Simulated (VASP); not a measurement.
Wanted: the native input for a VASP 6.6.1 run.

```yaml
Task: single point
Functional: LDA
Potentials_or_basis: VASP PAW LDA potentials, release 64 (Ta_pv)
Cutoff: 520 eV
k_mesh: 16 × 16 × 16
Occupations: fermi-dirac, width 0.1 eV
Spin: no spin polarisation
Dipole_correction: no
Further_INCAR_settings: ALGO = Normal; EDIFF = 1e-06; NBANDS = 12
```

The structure of Ta lies in POSCAR:

```
Ta
1.0
    0.0000000000      1.6440566258      1.6440566258
    1.6440566258      0.0000000000      1.6440566258
    1.6440566258      1.6440566258      0.0000000000
Ta
1
Direct
    0.0000000000      0.0000000000      0.0000000000
```

This cell differs from its parent crystal: volume scaled by 0.5.

These files were run (other wordings do the same):

INCAR

```
SYSTEM = Ta
PREC     = Accurate       ! precision mode
ENCUT    = 520            ! plane-wave cutoff, eV
EDIFF    = 1E-6           ! SCF threshold, eV
ISMEAR   = -1             ! smearing method
SIGMA    = 0.1            ! smearing width, eV
LREAL    = .FALSE.        ! projectors in reciprocal space
LASPH    = .TRUE.         ! aspherical terms in the spheres
NELM     = 80             ! most SCF steps
ALGO     = Normal         ! electronic algorithm
ISIF     = 2              ! what is computed and relaxed
LWAVE    = .FALSE.        ! write WAVECAR
LCHARG   = .FALSE.        ! write CHGCAR
GGA      = CA             ! functional
NBANDS   = 12             ! bands
```

KPOINTS

```
regular mesh
0
G
  16 16 16
  0 0 0
```

Potentials or basis: VASP PAW LDA potentials, release 64 (Ta_pv).

Launch:

```sh
$ cat potpaw_LDA.64/Ta_pv/POTCAR > POTCAR
$ mpirun -np 1 vasp_std > vasp.out
```

Results of the run:

| Quantity | Value |
| --- | --- |
| Pressure | 528.8 GPa |

It took 5 s on 1 thread of Intel(R) Xeon(R) 6975P-C (Granite Rapids) (shared host), peak memory 0.12 GiB.
